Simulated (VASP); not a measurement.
# In2O (P6_3/mmc) in VASP: relaxation of cell and atoms with PBE

Aim: the relaxation of cell and atoms of In2O with PBE.

Everything below comes from runs of VASP 6.6.1. Logs are shortened: lines on timing, memory, paths and dates and some standing lists are left out, and cuts for length are marked.

### Step 1. The cell of the first run

The structure is hexagonal, space group P6_3/mmc (No. 194). Conventional cell: a = 3.255 Å, b = 3.255 Å, c = 14.223 Å, α = 90.00°, β = 90.00°, γ = 120.00°. In (site symmetry 3m) has 3 O at 2.47 Å and 7 In at 3.21 to 3.26 Å within 3.3 Å. O (site symmetry -6m2) has 6 In at 2.47 Å and 6 O at 3.26 Å within 3.3 Å.

The cell was generated, and may not be a known phase.

### Step 2. Relaxation of cell and atoms, PBE

The input, INCAR:

```
ALGO = Normal
EDIFF = 1E-6
EDIFFG = -0.01
ENCUT = 600
GGA = PE
IBRION = 2
ISIF = 3
ISMEAR = 0
LASPH = True
LCHARG = False
LREAL = False
LWAVE = False
NELM = 60
NSW = 100
PREC = Accurate
SIGMA = 0.1
```

The input, KPOINTS:

```
k-points
0
Gamma
  15 15 4
```

The input, POSCAR:

```
In2O
1.0
    3.2552322891      0.0000000000      0.0000000000
   -1.6276161445      2.8191138576      0.0000000000
    0.0000000000      0.0000000000     14.2233039498
In O
4 2
Direct
    0.3333333333      0.6666666667      0.6372955508
    0.6666666667      0.3333333333      0.1372955508
    0.6666666667      0.3333333333      0.3627044492
    0.3333333333      0.6666666667      0.8627044492
    0.3333333333      0.6666666667      0.2500000000
    0.6666666667      0.3333333333      0.7500000000
```

Potentials or basis: VASP PAW PBE potentials, release 64 (In_d, O).

Command:

```bash
$ cat potpaw_PBE.64/In_d/POTCAR potpaw_PBE.64/O/POTCAR > POTCAR
$ mpirun -np 1 vasp_std > vasp.out
```

OUTCAR:

```text
EDIFF = 1E-6
   EDIFFG = -0.01
   ENCUT = 600
   GGA = PE
   IBRION = 2
   ISIF = 3
   ISMEAR = 0
   LASPH = True
   LREAL = False
   NELM = 60
   NSW = 100
   PREC = Accurate

 ion  position               nearest neighbor table
   1  0.333  0.667  0.637-   6 2.47   6 2.47   6 2.47   4 3.21
   2  0.667  0.333  0.137-   5 2.47   5 2.47   5 2.47   3 3.21
   3  0.667  0.333  0.363-   5 2.47   5 2.47   5 2.47   2 3.21
   4  0.333  0.667  0.863-   6 2.47   6 2.47   6 2.47   1 3.21
   5  0.333  0.667  0.250-   2 2.47   3 2.47   2 2.47   3 2.47   2 2.47   3 2.47
   6  0.667  0.333  0.750-   1 2.47   4 2.47   1 2.47   4 2.47   1 2.47   4 2.47

  LATTYP: Found a hexagonal cell.
 ALAT       =     3.2552322891
 C/A-ratio  =     4.3693668183

  Lattice vectors:

 A1 = (   3.2552322891,   0.0000000000,   0.0000000000)
 A2 = (  -1.6276161445,   2.8191138576,   0.0000000000)
 A3 = (   0.0000000000,   0.0000000000,  14.2233039498)

Analysis of symmetry for initial positions (statically):
=====================================================================
 Subroutine PRICEL returns:
 Original cell was already a primitive cell.

 Routine SETGRP: Setting up the symmetry group for a
 hexagonal supercell.

 Subroutine GETGRP returns: Found 24 space group operations
 (whereof 12 operations were pure point group operations)
 out of a pool of 24 trial point group operations.

The static configuration has the point symmetry D_3d.
 The point group associated with its full space group is D_6h.

Analysis of symmetry for dynamics (positions and initial velocities):
=====================================================================
 Subroutine PRICEL returns:
 Original cell was already a primitive cell.

 Routine SETGRP: Setting up the symmetry group for a
 hexagonal supercell.

 Subroutine GETGRP returns: Found 24 space group operations
 (whereof 12 operations were pure point group operations)
 out of a pool of 24 trial point group operations.

The dynamic configuration has the point symmetry D_3d.
 The point group associated with its full space group is D_6h.

 Subroutine INISYM returns: Found 24 space group operations
 (whereof 12 operations are pure point group operations),
 and found     1 'primitive' translations

----------------------------------------------------------------------------------------

                                     Primitive cell

  volume of cell :     130.5254

  direct lattice vectors                    reciprocal lattice vectors
     3.255232289  0.000000000  0.000000000     0.307197739  0.177360697  0.000000000
    -1.627616144  2.819113858  0.000000000     0.000000000  0.354721395  0.000000000
     0.000000000  0.000000000 14.223303950     0.000000000  0.000000000  0.070307153

  length of vectors
     3.255232289  3.255232289 14.223303950     0.354721395  0.354721395  0.070307153

  position of ions in fractional coordinates (direct lattice)
     0.333333333  0.666666667  0.637295551
     0.666666667  0.333333333  0.137295551
     0.666666667  0.333333333  0.362704449
     0.333333333  0.666666667  0.862704449
     0.333333333  0.666666667  0.250000000
     0.666666667  0.333333333  0.750000000

  ion indices of the primitive-cell ions
   primitive index   ion index
                 1           1
                 2           2
                 3           3
                 4           4
                 5           5
                 6           6

----------------------------------------------------------------------------------------

 KPOINTS: k-points

Automatic generation of k-mesh.
 Grid dimensions read from file:
 generate k-points for:   15   15    4

 Generating k-lattice:

  Cartesian coordinates                     Fractional coordinates (reciprocal lattice)
     0.020479849  0.011824046  0.000000000     0.066666667  0.000000000  0.000000000
     0.000000000  0.023648093  0.000000000     0.000000000  0.066666667  0.000000000
     0.000000000  0.000000000  0.017576788     0.000000000  0.000000000  0.250000000

  Length of vectors
     0.023648093  0.023648093  0.017576788

  Shift w.r.t. Gamma in fractional coordinates (k-lattice)
     0.000000000  0.000000000  0.000000000

 Subroutine IBZKPT returns following result:
 ===========================================

 Found     81 irreducible k-points:

 Following reciprocal coordinates:
            Coordinates               Weight
  0.000000  0.000000  0.000000      1.000000
  0.066667  0.000000  0.000000      6.000000
  0.133333  0.000000  0.000000      6.000000
  0.200000  0.000000  0.000000      6.000000
  0.266667  0.000000  0.000000      6.000000
  0.333333  0.000000  0.000000      6.000000
[... 16 lines left out ...]
  0.333333  0.200000  0.000000     12.000000
  0.400000  0.200000  0.000000      6.000000
 [... further k-points ...]
   k-points           NKPTS =     81   k-points in BZ     NKDIM =     81   number of bands    NBANDS=     38
   number of dos      NEDOS =    301   number of ions     NIONS =      6
   total plane-waves  NPLWV =  94080
   dimension x,y,z NGX =    28 NGY =   28 NGZ =  120
   dimension x,y,z NGXF=    56 NGYF=   56 NGZF=  240
   ions per type =               4   2
   NGX,Y,Z   is equivalent  to a cutoff of  14.30, 14.30, 14.03 a.u.
   NGXF,Y,Z  is equivalent  to a cutoff of  28.60, 28.60, 28.05 a.u.
 SYSTEM =  unknown system
   PREC   = accura    normal or accurate (medium, high low for compatibility)
   ISTART =      0    job   : 0-new  1-cont  2-samecut
   ICHARG =      2    charge: 1-file 2-atom 10-const
   ISPIN  =      1    spin polarized calculation?
   LNONCOLLINEAR =      F non collinear calculations
   LSORBIT =      F    spin-orbit coupling
   LASPH  =      T    aspherical Exc in radial PAW
   ENCUT  =  600.0 eV  44.10 Ry    6.64 a.u.   6.50  6.50 28.41*2*pi/ulx,y,z
   NELM   =     60;   NELMIN=  2; NELMDL= -5     # of ELM steps
   EDIFF  = 0.1E-05   stopping-criterion for ELM
   LREAL  =      F    real-space projection
   EDIFFG = -.1E-01   stopping-criterion for IOM
   NSW    =    100    number of steps for IOM
   IBRION =      2    ionic relax: 0-MD 1-quasi-New 2-CG
   NFREE  =      1    steps in history (QN), initial steepest desc. (CG)
   ISIF   =      3    stress and relaxation
   ISYM   =      2    0-nonsym 1-usesym 2-fastsym
   POTIM  = 0.5000    time-step for ionic-motion
   TEBEG  =    0.0;   TEEND  =   0.0 temperature during run
   PSTRESS=    0.0 pullay stress
   NELECT =      64.0000    total number of electrons
   NUPDOWN=      -1.0000    fix difference up-down
   EMIN   =  10.00;   EMAX   =-10.00  energy-range for DOS
   EFERMI =   0.00;   METHOD = LEGACY
   ISMEAR =     0;   SIGMA  =   0.10  broadening in eV -4-tet -1-fermi 0-gaus
   EFERMI_NEDOS =   21; number of points for ismear=-14 and -15
   IALGO  =     38    algorithm
   IMIX   =      4    mixing-type and parameters
     AMIX     =   0.40;   BMIX     =  1.00
     AMIX_MAG =   1.60;   BMIX_MAG =  1.00
  volume/ion in A,a.u.               =      21.75       146.80
  Fermi-wavevector in a.u.,A,eV,Ry     =   1.290931  2.439506 22.674158  1.666504
  Thomas-Fermi vector in A             =   2.422732
   LORBIT       =      0    0 simple, 1 ext, 2 COOP (PROOUT), +10 PAW based schemes
   GGA     = PE    functional components
   LHFCALC =     F    Hartree Fock is set to
   AEXX    =    0.0000 exact exchange contribution
   IVDW    =     0    specifies the selected vdW correction
   LEPSILON=     F    determine dielectric tensor
   LRPA    =     F    only Hartree local field effects (RPA)
 conjugate gradient relaxation of ions
 non-spin polarized calculation
 Gauss-broadening in eV      SIGMA  =   0.10
  energy-cutoff  :      600.00
  volume of cell :      130.53
 maximum number of plane-waves:      4424
 NGX is ok and might be reduce to    28
   NGX = 13   NGY = 13   NGZ = 57

--------------------------------------- Ionic step        1  -------------------------------------------

 number of electron      64.0000008 magnetization

 Free energy of the ion-electron system (eV)
  ---------------------------------------------------
  ext. energy  EPLUGINS =         0.00000000
  ---------------------------------------------------
  free energy    TOTEN  =       -23.89730016 eV

  energy without entropy =      -23.89394804  energy(sigma->0) =      -23.89562410

------------------------ aborting loop because EDIFF is reached ----------------------------------------

  FORCE on cell =-STRESS in cart. coord.  units (eV):
  Direction    XX          YY          ZZ          XY          YZ          ZX
  --------------------------------------------------------------------------------------
  -------------------------------------------------------------------------------------
  Total        0.3345347      0.3345347     -0.0763665      0.0000000     -0.0000000      0.0000000
  in kB        4.1063563      4.1063563     -0.9373853      0.0000000     -0.0000000      0.0000000
  external PRESSURE =       2.4251091 kB  Pullay stress =       0.0000000 kB
[... 101 lines left out ...]
  FREE ENERGIE OF THE ION-ELECTRON SYSTEM (eV)
  ---------------------------------------------------
  free  energy   TOTEN  =       -23.8995219200 eV

  energy  without entropy=      -23.8961677073  energy(sigma->0) =      -23.89784481

 E-fermi :   6.3488     XC(G=0): -10.0806

 val. band max:        6.3266722802   @ k =   0.4000   0.1333   0.0000
 cond. band min:       6.4024813818   @ k =   0.4000   0.1333   0.2500
 fundamental gap:      0.0758091017
 Fermi energy:         6.3487543568

 k-point     1 :       0.0000    0.0000    0.0000
  band No.  band energies     occupation
      1     -12.0648      2.00000
      2     -12.0627      2.00000
      3      -8.1678      2.00000
      4      -8.1564      2.00000
      5      -8.0418      2.00000
      6      -8.0418      2.00000
[... 973 lines left out ...]
     37       9.9221      0.00000
     38      10.1263      0.00000

 [... further k-points ...]

[... ionic steps 4 to 14 ...]

--------------------------------------- Ionic step       15  -------------------------------------------

 number of electron      63.9999980 magnetization

------------------------ aborting loop because EDIFF is reached ----------------------------------------
[... 75 lines left out ...]
--------------------------------------- Ionic step       17  -------------------------------------------

 number of electron      63.9999979 magnetization

 Free energy of the ion-electron system (eV)
  ---------------------------------------------------
  ext. energy  EPLUGINS =         0.00000000
  ---------------------------------------------------
  free energy    TOTEN  =       -23.90934863 eV

  energy without entropy =      -23.90528266  energy(sigma->0) =      -23.90731564

 E-fermi :   6.0915     XC(G=0):  -9.9366

 val. band max:        6.0818327416   @ k =   0.4000   0.1333   0.0000
 cond. band min:       6.1639486197   @ k =   0.4667   0.0000   0.5000
 fundamental gap:      0.0821158782
 Fermi energy:         6.0914663444

 k-point     1 :       0.0000    0.0000    0.0000
  band No.  band energies     occupation
      1     -12.2473      2.00000
      2     -12.2456      2.00000
      3      -8.4277      2.00000
      4      -8.4171      2.00000
      5      -8.3084      2.00000
      6      -8.3084      2.00000
[... 973 lines left out ...]
     37       9.6573      0.00000
     38       9.8489      0.00000

 [... further k-points ...]

------------------------ aborting loop because EDIFF is reached ----------------------------------------

  FORCE on cell =-STRESS in cart. coord.  units (eV):
  Direction    XX          YY          ZZ          XY          YZ          ZX
  --------------------------------------------------------------------------------------
  -------------------------------------------------------------------------------------
  Total        0.0099085      0.0099085     -0.0441576      0.0000000      0.0000000      0.0000000
  in kB        0.1244066      0.1244066     -0.5544232      0.0000000      0.0000000      0.0000000
  external PRESSURE =      -0.1018700 kB  Pullay stress =       0.0000000 kB
[... 21 lines left out ...]
  FREE ENERGIE OF THE ION-ELECTRON SYSTEM (eV)
  ---------------------------------------------------
  free  energy   TOTEN  =       -23.9093486279 eV

  energy  without entropy=      -23.9052826555  energy(sigma->0) =      -23.90731564

 reached required accuracy - stopping structural energy minimisation
```

Run time: 51 min. Hardware: 1 thread of Intel Xeon 6975P-C (Granite Rapids), shared host; peak memory 0.58 GiB.

What came out:

```
Free energy                           : -23.9093 eV
Relaxed volume                        : 21.27 Å³/atom
Relaxed cell                          : a = 3.270 Å, b = 3.270 Å, c = 13.782 Å, α = 90.00°, β = 90.00°, γ = 120.00°
Space group after relaxing (to 0.1 Å) : P6_3/mmc (No. 194)
Energy gained by relaxing             : 2.0 meV/atom
Ionic steps                           : 17
Pressure after relaxing               : 0.0 GPa
Band gap on the k mesh                : zero (bands 32 and 33 overlap by 0.74 eV)
```

Step by step:
| step | energy change (eV) | largest force (eV/Å) | pressure (GPa) | volume (Å³) |
| --- | --- | --- | --- | --- |
| 1 | 0.0000 | 0.0781 | 0.24 | 130.53 |
| 2 | -0.0020 | 0.0282 | -0.10 | 131.15 |
| 3 | -0.0022 | 0.0005 | -0.28 | 131.52 |
| 4 | -0.0037 | 0.0262 | -0.23 | 131.36 |
| 5 | -0.0046 | 0.0529 | -0.19 | 131.20 |
| 6 | -0.0045 | 0.1065 | -0.07 | 130.87 |
| 7 | -0.0048 | 0.0735 | -0.21 | 131.08 |
| 8 | -0.0068 | 0.0741 | -0.09 | 130.38 |
| 9 | -0.0104 | 0.0759 | 0.18 | 128.32 |
| 10 | -0.0054 | 0.0749 | 0.87 | 124.23 |
| 11 | -0.0106 | 0.0820 | 0.34 | 127.38 |
| 12 | -0.0119 | 0.0139 | 0.07 | 127.29 |
| 13 | -0.0119 | 0.0085 | 0.04 | 127.26 |
| 14 | -0.0119 | 0.0021 | 0.11 | 127.26 |
| 15 | -0.0119 | 0.0001 | 0.09 | 127.27 |
| 16 | -0.0120 | 0.0012 | 0.04 | 127.41 |
| 17 | -0.0120 | 0.0015 | -0.01 | 127.61 |

Final structure:
```
In O
1.0
     3.26973    0.00000    0.00000
    -1.63487    2.83167    0.00000
     0.00000    0.00000   13.78226
In O
4 2
Direct
  0.33333 0.66667 0.63362
  0.66667 0.33333 0.13362
  0.66667 0.33333 0.36638
  0.33333 0.66667 0.86638
  0.33333 0.66667 0.25000
  0.66667 0.33333 0.75000
```

Levels at points of the mesh, in eV from the Fermi level:
```
           k point  band 29  band 30  band 31  band 32  band 33  band 34  band 35  band 36
(0.00, 0.00, 0.00)    -2.39    -2.39    -2.39    -1.39    -0.15     2.39     3.73     7.23
(0.00, 0.00, 0.50)    -2.39    -2.39    -2.35    -2.35     1.04     1.04     5.33     5.33
```

Caveat: spin-orbit coupling is left out, which moves the levels of the heavy elements.

The gap in the log of VASP goes by the Fermi energy; the results here count the filled bands.